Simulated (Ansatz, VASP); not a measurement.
# FeNi2 in VASP and in Ansatz

INCAR

```
PREC = Accurate
ENCUT = 690
EDIFF = 1E-6
ISMEAR = -1
SIGMA = 0.05
LREAL = F
LASPH = T
NELM = 200
ALGO = Normal
ISIF = 2
LWAVE = F
LCHARG = F
ISPIN = 2
MAGMOM = 1 1 1 1 3 3
LORBIT = 11
LMAXMIX = 4
GGA = PE
NBANDS = 65
GGA_COMPAT = F
```

The input KPOINTS:

```
regular mesh
0
Gamma
  7 7 7
```

Contents of POSCAR:

```
FeNi2
1.0
    0.0000000000      3.2750790000      3.2750790000
    3.2750790000      0.0000000000      3.2750790000
    3.2750790000      3.2750790000      0.0000000000
Ni Fe
4 2
Direct
    0.6250000000      0.6250000000      0.6250000000
    0.1250000000      0.6250000000      0.6250000000
    0.6250000000      0.1250000000      0.6250000000
    0.6250000000      0.6250000000      0.1250000000
    0.0000000000      0.0000000000      0.0000000000
    0.2500000000      0.2500000000      0.2500000000
```

File input.yaml:

```yaml
crystal:
  lattice:
    - [0.0, 3.275079, 3.275079]
    - [3.275079, 0.0, 3.275079]
    - [3.275079, 3.275079, 0.0]
  atoms:
    - { symbol: Ni, position: [0.625, 0.625, 0.625], spin: 1.0 }
    - { symbol: Ni, position: [0.125, 0.625, 0.625], spin: 1.0 }
    - { symbol: Ni, position: [0.625, 0.125, 0.625], spin: 1.0 }
    - { symbol: Ni, position: [0.625, 0.625, 0.125], spin: 1.0 }
    - { symbol: Fe, position: [0.0, 0.0, 0.0], spin: 3.0 }
    - { symbol: Fe, position: [0.25, 0.25, 0.25], spin: 3.0 }
hamiltonian:
  xc: pbe
  pseudopotentials: { kind: paw }
magnetization:
  spin_polarized: true
kpoints:
  mp_grid: { grid: [7, 7, 7] }
scf:
  occupations: { method: fermi_dirac, width: 0.05 }
output:
  forces: true
  stress: true
  eigenvalues: true
```

Alike in both runs: task single point; functional PBE; k mesh 7 × 7 × 7; occupations fermi-dirac, width 0.05 eV; collinear spin.

```csv
,VASP,Ansatz
version,VASP 6.6.1,Ansatz 0.2.0
potentials or method,"VASP PAW PBE potentials, release 64 (Ni_sv_GW, Fe_sv)",Ansatz PAW
plane-wave cutoff (eV),690,420
valence electrons in the cell,104,104
```

VASP gave:

* gap on the k mesh at the Fermi level (eV): none
* pressure (GPa): -2.0
* net moment per atom (μB): 1.32
* size of the moment on the site where the two differ most (μB): 2.85

Problem. What did Ansatz give for the same quantities?

Solution. gap on the k mesh at the Fermi level (eV): none; pressure (GPa): -0.1; net moment per atom (μB): 1.32; size of the moment on the site where the two differ most (μB): 2.96.

Site moments also hang on the region over which each program counts them. A gap of «none» marks a metal or a gap that the smearing closes. The functional is the same, so the differences come from potentials, cutoffs and numerics.
